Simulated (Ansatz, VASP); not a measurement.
**CaBC in VASP and in Ansatz**

```
Ca B C
1.0
     2.96198    0.00000    0.00000
    -1.48099    2.56515    0.00000
     0.00000    0.00000    8.19338
Ca B C
2 2 2
Direct
  0.00000 0.00000 0.00000
  0.00000 0.00000 0.50000
  0.66667 0.33333 0.28814
  0.33333 0.66667 0.78814
  0.66667 0.33333 0.75000
  0.33333 0.66667 0.25000
```

Change from the starting cell: all B atoms moved +0.312 Å, as atom 3 along Cartesian [0 0 1].

Alike in both runs: task single point; functional PBE; k mesh 18 × 18 × 6; occupations gaussian, width 0.15 eV; no spin polarisation.

|  | VASP | Ansatz |
| --- | --- | --- |
| version | VASP 6.6.1 | Ansatz 0.2.0 |
| potentials or method | VASP PAW PBE potentials, release 64 (Ca_sv, B, C), cutoff 520 eV | scalar-relativistic, plane waves, PAW |
| valence electrons in the cell | 34 | 34 |

VASP gave:

```
gap on the k mesh at the Fermi level (eV)                     : none
pressure (GPa)                                                : 4.6
traceless stress, the component that is largest in VASP (GPa) : -3.53
rms of the force components (eV/Å)                            : 1.561
```

**Question.** Which values does Ansatz return?

**Answer.** gap on the k mesh at the Fermi level (eV): none; pressure (GPa): 4.0; traceless stress, the component that is largest in VASP (GPa): -3.75; rms of the force components (eV/Å): 1.551.

Atom by atom the forces differ by 0.013 eV/Å (rms over components). A gap of «none» marks a metal or a gap that the smearing closes. With one functional, cell and mesh, what is left measures potentials, basis and numerics.
